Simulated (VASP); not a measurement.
Here is a VASP 6.6.1 calculation.

Contents of INCAR:

```
SYSTEM = AlN
PREC = Accurate
ENCUT = 520
EDIFF = 1E-7
ISMEAR = 0
SIGMA = 0.01
LREAL = .FALSE.
LASPH = .TRUE.
NELM = 100
ALGO = Normal
ISIF = 2
LWAVE = .FALSE.
LCHARG = .FALSE.
NBANDS = 11
```

The input KPOINTS:

```
Automatic mesh
0
G
  10 10 10
  0 0 0
```

POSCAR

```
AlN
1.0
    0.0000000000      2.1711406873      2.1711406873
    2.1711406873      0.0000000000      2.1711406873
    2.1711406873      2.1711406873      0.0000000000
Al N
1 1
Direct
    0.0000000000      0.0000000000      0.0000000000
    0.7500000000      0.7500000000      0.7500000000
```

Potentials or basis: VASP PAW LDA potentials, release 64 (Al, N).

Run with:

```console
$ cat potpaw_LDA.64/Al/POTCAR potpaw_LDA.64/N/POTCAR > POTCAR
$ mpirun -np 1 vasp_std > vasp.out
```

Problem. Estimate the band gap on the k mesh.

Solution. 3.23 eV, indirect (least direct gap 4.39 eV).

Problem. Estimate the pressure.

Solution. 0.6 GPa.

A k mesh can miss the band edges. Expect the measured gap to be larger: semilocal functionals such as LDA lack the derivative discontinuity.
